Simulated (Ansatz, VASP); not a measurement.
**Si5Ge in VASP and in Ansatz**

```
CELL_PARAMETERS angstrom
4.93831 0.00000 0.00000
-2.46915 4.27670 0.00000
0.00000 0.00000 4.51070
ATOMIC_POSITIONS crystal
Si 0.33333 0.33333 0.00000
Si 0.00000 0.66667 0.00000
Si 0.66667 0.00000 0.00000
Si 0.66667 0.33333 0.50000
Si 0.33333 0.66667 0.50000
Ge 0.00000 0.00000 0.50000
```

Alike in both runs: task single point; functional PBE; k mesh 6 × 6 × 4; occupations gaussian, width 0.1 eV; no spin polarisation.

|  | VASP | Ansatz |
| --- | --- | --- |
| version | VASP 6.6.1 | Ansatz 0.2.0 |
| potentials or method | VASP PAW PBE potentials, release 64 (Si, Ge_d), cutoff 520 eV | scalar-relativistic, plane waves, PAW |
| valence electrons in the cell | 34 | 34 |

|  | VASP | Ansatz | Ansatz less VASP |
| --- | --- | --- | --- |
| gap on the k mesh at the Fermi level (eV) | none | none | - |
| pressure (GPa) | -2.5 | -2.5 | +0.03 |
| traceless stress, the component that is largest in VASP (GPa) | 4.97 | 4.97 | +0.005 |
| rms of the force components (eV/Å) | 0.123 | 0.122 | -0.0006 |

Atom by atom the forces differ by 0.001 eV/Å (rms over components). A gap of «none» marks a metal or a gap that the smearing closes. With one functional, cell and mesh, what is left measures potentials, basis and numerics.
